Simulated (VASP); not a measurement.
# Hf (P6_3/mmc) in VASP: a series of runs

The runs below take Hf through single point, relaxation of cell and atoms, with PBEsol.

Everything below comes from runs of VASP 6.6.1. Logs are shortened: lines on timing, memory, paths and dates and some standing lists are left out, and cuts for length are marked.

### 1 The cell of the first run

It takes space group P6_3/mmc (No. 194, hexagonal). The conventional cell has a = 3.159 Å, b = 3.159 Å, c = 4.996 Å, α = 90.00°, β = 90.00°, γ = 120.00°. Within 4.1 Å of Hf (site symmetry -6m2) lie 12 Hf at 3.09 to 3.16 Å.

### 2 Single point, PBEsol

Contents of INCAR:

```
ALGO = Normal ; EDIFF = 1E-6
ENCUT = 520 ; GGA = PS
ISIF = 2 ; ISMEAR = 0
LASPH = True ; LCHARG = False
LREAL = False ; LWAVE = False
NBANDS = 17 ; NELM = 60
PREC = Accurate ; SIGMA = 0.1
```

Contents of KPOINTS:

```
k-points
0
Gamma
  9 9 5
```

Contents of POSCAR:

```
Hf
1.0
    3.1588575379      0.0000000000      0.0000000000
   -1.5794287689      2.7356508747      0.0000000000
    0.0000000000      0.0000000000      4.9958240036
Hf
2
Direct
    0.3333333333      0.6666666667      0.2500000000
    0.6666666667      0.3333333333      0.7500000000
```

Potentials or basis: VASP PAW PBE potentials, release 64 (Hf_pv).

Launch:

```
cat potpaw_PBE.64/Hf_pv/POTCAR > POTCAR
mpirun -np 1 vasp_std > vasp.out
```

OUTCAR:

```text
EDIFF = 1E-6
   ENCUT = 520
   GGA = PS
   ISIF = 2
   ISMEAR = 0
   LASPH = True
   LREAL = False
   NELM = 60
   PREC = Accurate

 ion  position               nearest neighbor table
   1  0.333  0.667  0.250-   2 3.09   2 3.09   2 3.09   2 3.09   2 3.09   2 3.09
   2  0.667  0.333  0.750-   1 3.09   1 3.09   1 3.09   1 3.09   1 3.09   1 3.09

  LATTYP: Found a hexagonal cell.
 ALAT       =     3.1588575379
 C/A-ratio  =     1.5815287469

  Lattice vectors:

 A1 = (   3.1588575379,   0.0000000000,   0.0000000000)
 A2 = (  -1.5794287689,   2.7356508747,   0.0000000000)
 A3 = (   0.0000000000,   0.0000000000,   4.9958240036)

Analysis of symmetry for initial positions (statically):
=====================================================================
 Subroutine PRICEL returns:
 Original cell was already a primitive cell.

 Routine SETGRP: Setting up the symmetry group for a
 hexagonal supercell.

 Subroutine GETGRP returns: Found 24 space group operations
 (whereof 12 operations were pure point group operations)
 out of a pool of 24 trial point group operations.

The static configuration has the point symmetry D_3d.
 The point group associated with its full space group is D_6h.

Analysis of symmetry for dynamics (positions and initial velocities):
=====================================================================
 Subroutine PRICEL returns:
 Original cell was already a primitive cell.

 Routine SETGRP: Setting up the symmetry group for a
 hexagonal supercell.

 Subroutine GETGRP returns: Found 24 space group operations
 (whereof 12 operations were pure point group operations)
 out of a pool of 24 trial point group operations.

The dynamic configuration has the point symmetry D_3d.
 The point group associated with its full space group is D_6h.

 Subroutine INISYM returns: Found 24 space group operations
 (whereof 12 operations are pure point group operations),
 and found     1 'primitive' translations

----------------------------------------------------------------------------------------

                                     Primitive cell

  volume of cell :      43.1716

  direct lattice vectors                    reciprocal lattice vectors
     3.158857538  0.000000000  0.000000000     0.316570149  0.182771860  0.000000000
    -1.579428769  2.735650875  0.000000000     0.000000000  0.365543721  0.000000000
     0.000000000  0.000000000  4.995824004     0.000000000  0.000000000  0.200167179

  length of vectors
     3.158857538  3.158857538  4.995824004     0.365543721  0.365543721  0.200167179

  position of ions in fractional coordinates (direct lattice)
     0.333333333  0.666666667  0.250000000
     0.666666667  0.333333333  0.750000000

  ion indices of the primitive-cell ions
   primitive index   ion index
                 1           1
                 2           2

----------------------------------------------------------------------------------------

 KPOINTS: k-points

Automatic generation of k-mesh.
 Grid dimensions read from file:
 generate k-points for:    9    9    5

 Generating k-lattice:

  Cartesian coordinates                     Fractional coordinates (reciprocal lattice)
     0.035174461  0.020307984  0.000000000     0.111111111  0.000000000  0.000000000
     0.000000000  0.040615969  0.000000000     0.000000000  0.111111111  0.000000000
     0.000000000  0.000000000  0.040033436     0.000000000  0.000000000  0.200000000

  Length of vectors
     0.040615969  0.040615969  0.040033436

  Shift w.r.t. Gamma in fractional coordinates (k-lattice)
     0.000000000  0.000000000  0.000000000

 Subroutine IBZKPT returns following result:
 ===========================================

 Found     36 irreducible k-points:

 Following reciprocal coordinates:
            Coordinates               Weight
  0.000000  0.000000  0.000000      1.000000
  0.111111 -0.000000  0.000000      6.000000
  0.222222 -0.000000  0.000000      6.000000
  0.333333 -0.000000  0.000000      6.000000
  0.444444 -0.000000  0.000000      6.000000
  0.111111  0.111111  0.000000      6.000000
[... 16 lines left out ...]
  0.333333  0.222222  0.200000     24.000000
  0.333333  0.333333  0.200000      4.000000
 [... further k-points ...]
   k-points           NKPTS =     36   k-points in BZ     NKDIM =     36   number of bands    NBANDS=     17
   number of dos      NEDOS =    301   number of ions     NIONS =      2
   total plane-waves  NPLWV =  23040
   dimension x,y,z NGX =    24 NGY =   24 NGZ =   40
   dimension x,y,z NGXF=    48 NGYF=   48 NGZF=   80
   ions per type =               2
   NGX,Y,Z   is equivalent  to a cutoff of  12.63, 12.63, 13.31 a.u.
   NGXF,Y,Z  is equivalent  to a cutoff of  25.26, 25.26, 26.62 a.u.
 SYSTEM =  unknown system
   PREC   = accura    normal or accurate (medium, high low for compatibility)
   ISTART =      0    job   : 0-new  1-cont  2-samecut
   ICHARG =      2    charge: 1-file 2-atom 10-const
   ISPIN  =      1    spin polarized calculation?
   LNONCOLLINEAR =      F non collinear calculations
   LSORBIT =      F    spin-orbit coupling
   LASPH  =      T    aspherical Exc in radial PAW
   ENCUT  =  520.0 eV  38.22 Ry    6.18 a.u.   5.87  5.87  9.29*2*pi/ulx,y,z
   NELM   =     60;   NELMIN=  2; NELMDL= -5     # of ELM steps
   EDIFF  = 0.1E-05   stopping-criterion for ELM
   LREAL  =      F    real-space projection
   EDIFFG = 0.1E-04   stopping-criterion for IOM
   NSW    =      0    number of steps for IOM
   IBRION =     -1    ionic relax: 0-MD 1-quasi-New 2-CG
   NFREE  =      0    steps in history (QN), initial steepest desc. (CG)
   ISIF   =      2    stress and relaxation
   ISYM   =      2    0-nonsym 1-usesym 2-fastsym
   POTIM  = 0.5000    time-step for ionic-motion
   TEBEG  =    0.0;   TEEND  =   0.0 temperature during run
   PSTRESS=    0.0 pullay stress
   NELECT =      20.0000    total number of electrons
   NUPDOWN=      -1.0000    fix difference up-down
   EMIN   =  10.00;   EMAX   =-10.00  energy-range for DOS
   EFERMI =   0.00;   METHOD = LEGACY
   ISMEAR =     0;   SIGMA  =   0.10  broadening in eV -4-tet -1-fermi 0-gaus
   EFERMI_NEDOS =   21; number of points for ismear=-14 and -15
   IALGO  =     38    algorithm
   IMIX   =      4    mixing-type and parameters
     AMIX     =   0.40;   BMIX     =  1.00
     AMIX_MAG =   1.60;   BMIX_MAG =  1.00
  volume/ion in A,a.u.               =      21.59       145.67
  Fermi-wavevector in a.u.,A,eV,Ry     =   1.266734  2.393781 21.832125  1.604616
  Thomas-Fermi vector in A             =   2.399919
   LORBIT       =      0    0 simple, 1 ext, 2 COOP (PROOUT), +10 PAW based schemes
   GGA     = PS    functional components
   LHFCALC =     F    Hartree Fock is set to
   AEXX    =    0.0000 exact exchange contribution
   IVDW    =     0    specifies the selected vdW correction
   LEPSILON=     F    determine dielectric tensor
   LRPA    =     F    only Hartree local field effects (RPA)
 non-spin polarized calculation
 Gauss-broadening in eV      SIGMA  =   0.10
  energy-cutoff  :      520.00
  volume of cell :       43.17
 maximum number of plane-waves:      1182
 NGX is ok and might be reduce to    24
   NGX = 11   NGY = 11   NGZ = 19

 number of electron      19.9999996 magnetization

 Free energy of the ion-electron system (eV)
  ---------------------------------------------------
  ext. energy  EPLUGINS =         0.00000000
  ---------------------------------------------------
  free energy    TOTEN  =       -21.01597813 eV

  energy without entropy =      -21.00953160  energy(sigma->0) =      -21.01275486

 E-fermi :   5.0558     XC(G=0): -11.5556

 val. band max:        4.9839923413   @ k =   0.0000   0.0000   0.4000
 cond. band min:       5.1022219191   @ k =   0.3333   0.2222   0.4000
 fundamental gap:      0.1182295778
 Fermi energy:         5.0557664174

 k-point     1 :       0.0000    0.0000    0.0000
  band No.  band energies     occupation
      1     -26.0055      2.00000
      2     -25.1558      2.00000
      3     -25.1558      2.00000
      4     -25.0208      2.00000
      5     -25.0113      2.00000
      6     -25.0113      2.00000
[... 9 lines left out ...]
     16       7.6959      0.00000
     17      10.5264      0.00000

 k-point     2 :       0.1111   -0.0000    0.0000
  band No.  band energies     occupation
      1     -25.9697      2.00000
      2     -25.2320      2.00000
      3     -25.1812      2.00000
      4     -25.0914      2.00000
      5     -25.0375      2.00000
      6     -25.0215      2.00000
[... 9 lines left out ...]
     16       7.3946      0.00000
     17      10.8080      0.00000

 k-point     3 :       0.2222   -0.0000    0.0000
  band No.  band energies     occupation
      1     -25.8706      2.00000
      2     -25.4250      2.00000
      3     -25.2850      2.00000
      4     -25.2422      2.00000
      5     -25.0878      2.00000
      6     -25.0499      2.00000
[... 9 lines left out ...]
     16       8.3865      0.00000
     17      11.2783      0.00000

 k-point     4 :       0.3333   -0.0000    0.0000
  band No.  band energies     occupation
      1     -25.7341      2.00000
      2     -25.6435      2.00000
      3     -25.4912      2.00000
      4     -25.3079      2.00000
      5     -25.1684      2.00000
      6     -25.0848      2.00000
[... 9 lines left out ...]
     16       9.8276      0.00000
     17      11.5942      0.00000
[... 343 lines left out ...]
      1     -25.7496      2.00000
      2     -25.6517      2.00000
      3     -25.4460      2.00000
      4     -25.3988      2.00000
      5     -25.2257      2.00000
      6     -25.1666      2.00000
[... 9 lines left out ...]
     16      10.5887      0.00000
     17      11.7337      0.00000

 k-point    23 :       0.3333    0.2222    0.2000
  band No.  band energies     occupation
      1     -25.7596      2.00000
      2     -25.6736      2.00000
      3     -25.5282      2.00000
      4     -25.3804      2.00000
      5     -25.3076      2.00000
      6     -25.2194      2.00000
[... 9 lines left out ...]
     16      11.2946      0.00000
     17      11.8933      0.00000

 k-point    24 :       0.3333    0.3333    0.2000
  band No.  band energies     occupation
      1     -25.6566      2.00000
      2     -25.6566      2.00000
      3     -25.6557      2.00000
      4     -25.3994      2.00000
      5     -25.2922      2.00000
      6     -25.2922      2.00000
[... 9 lines left out ...]
     16      10.5133      0.00000
     17      11.4335      0.00000

 [... further k-points ...]

------------------------ aborting loop because EDIFF is reached ----------------------------------------

  FORCE on cell =-STRESS in cart. coord.  units (eV):
  Direction    XX          YY          ZZ          XY          YZ          ZX
  --------------------------------------------------------------------------------------
  -------------------------------------------------------------------------------------
  Total       -0.0860606     -0.0860606     -0.1129719     -0.0000000      0.0000000      0.0000000
  in kB       -3.1938706     -3.1938706     -4.1925979     -0.0000000      0.0000000      0.0000000
  external PRESSURE =      -3.5267797 kB  Pullay stress =       0.0000000 kB

 VOLUME and BASIS-vectors are now :
 -----------------------------------------------------------------------------
  energy-cutoff  :      520.00
  volume of cell :       43.17
      direct lattice vectors                 reciprocal lattice vectors
     3.158857538  0.000000000  0.000000000     0.316570149  0.182771860  0.000000000
    -1.579428769  2.735650875  0.000000000     0.000000000  0.365543721  0.000000000
     0.000000000  0.000000000  4.995824004     0.000000000  0.000000000  0.200167179

 POSITION                                       TOTAL-FORCE (eV/Angst)
 -----------------------------------------------------------------------------------
     -0.00000      1.82377      1.24896         0.000000     -0.000000      0.000000
      1.57943      0.91188      3.74687        -0.000000      0.000000      0.000000
 -----------------------------------------------------------------------------------
    total drift:                               -0.000000      0.000000     -0.000000

  FREE ENERGIE OF THE ION-ELECTRON SYSTEM (eV)
  ---------------------------------------------------
  free  energy   TOTEN  =       -21.0159781296 eV

  energy  without entropy=      -21.0095315953  energy(sigma->0) =      -21.01275486
```

Wall time 25 s (1 thread of Intel Xeon 8259CL, shared host); peak memory 0.17 GiB.

What came out:

```yaml
Free_energy: -21.0160 eV
Pressure: -0.4 GPa
Band_gap_on_the_k_mesh: zero (bands 10 and 11 overlap by 1.52 eV)
```

Stress tensor (GPa, compression positive):
```
-0.32  0.00  0.00
 0.00 -0.32  0.00
 0.00  0.00 -0.42
```

Levels at points of the mesh, in eV from the Fermi level:
```csv
k point,band 7,band 8,band 9,band 10,band 11,band 12,band 13,band 14
"(0.00, 0.00, 0.00)",-7.56,-3.87,0.75,1.13,1.13,1.42,1.99,1.99
```

Caveat: the PAW data sets were made with another functional, which shifts forces and pressure a little; spin-orbit coupling is left out, which moves the levels of the heavy elements.

### 3 Relaxation of cell and atoms, PBEsol

This run uses another cell than the first one, of 22.31 Å³/atom.

Contents of INCAR:

```
SYSTEM = Hf
ALGO = Normal
EDIFF = 1E-7
EDIFFG = -0.02
ENCUT = 600
GGA = PS
IBRION = 2
ISIF = 3
ISMEAR = 0
LASPH = .True.
LCHARG = .False.
LREAL = .False.
LWAVE = .False.
NELM = 60
NSW = 60
PREC = Accurate
SIGMA = 0.1
```

Contents of KPOINTS:

```
k-points
0
Gamma
  9 9 5
  0 0 0
```

Contents of POSCAR:

```
Hf
1.0
    3.1600000000      0.0000000000      0.0000000000
   -1.5800000000      2.7366402760      0.0000000000
    0.0000000000      0.0000000000      5.1602800000
Hf
2
Direct
    0.3333333333      0.6666666667      0.2500000000
    0.6666666667      0.3333333333      0.7500000000
```

Potentials or basis: VASP PAW PBE potentials, release 64 (Hf_pv).

Launch:

```
cat potpaw_PBE.64/Hf_pv/POTCAR > POTCAR
mpirun -np 1 vasp_std > vasp.out
```

Wall time 3.9 min (1 thread of Intel Xeon 8259CL, shared host); peak memory 0.19 GiB.

The run converged. Its results:

```
Free energy                           : -21.0167 eV
Relaxed volume                        : 21.52 Å³/atom
Relaxed cell                          : a = 3.156 Å, b = 3.156 Å, c = 4.990 Å, α = 90.00°, β = 90.00°, γ = 120.00°
Space group after relaxing (to 0.1 Å) : P6_3/mmc (No. 194)
Energy gained by relaxing             : 17.6 meV/atom
Ionic steps                           : 7
Pressure after relaxing               : 0.0 GPa
Band gap on the k mesh                : zero (bands 10 and 11 overlap by 1.52 eV)
```

Step by step:
```tsv
step	energy change (eV)	largest force (eV/Å)	pressure (GPa)	volume (Å³)
1	0.0000	0.0000	-4.06	44.62
2	-0.0003	0.0000	5.88	41.06
3	-0.0308	0.0000	0.53	42.78
4	-0.0351	0.0000	0.20	42.96
5	-0.0352	0.0000	0.17	42.97
6	-0.0351	0.0000	-0.19	43.10
7	-0.0352	0.0000	0.00	43.04
```

Final structure:
```xyz
2
Lattice="3.1558 0.0000 0.0000 -1.5779 2.7330 0.0000 0.0000 0.0000 4.9898" Properties=species:S:1:pos:R:3 pbc="T T T"
Hf    0.0000    1.8220    1.2475
Hf    1.5779    0.9110    3.7424
```

Levels at points of the mesh, in eV from the Fermi level:
```
           k point  band 6  band 7  band 8  band 9  band 10  band 11  band 12  band 13  band 14
(0.00, 0.00, 0.00)  -30.06   -7.57   -3.88    0.77     1.13     1.13     1.42     1.99     1.99
```

Caveat: the PAW data sets were made with another functional, which shifts forces and pressure a little; spin-orbit coupling is left out, which moves the levels of the heavy elements.
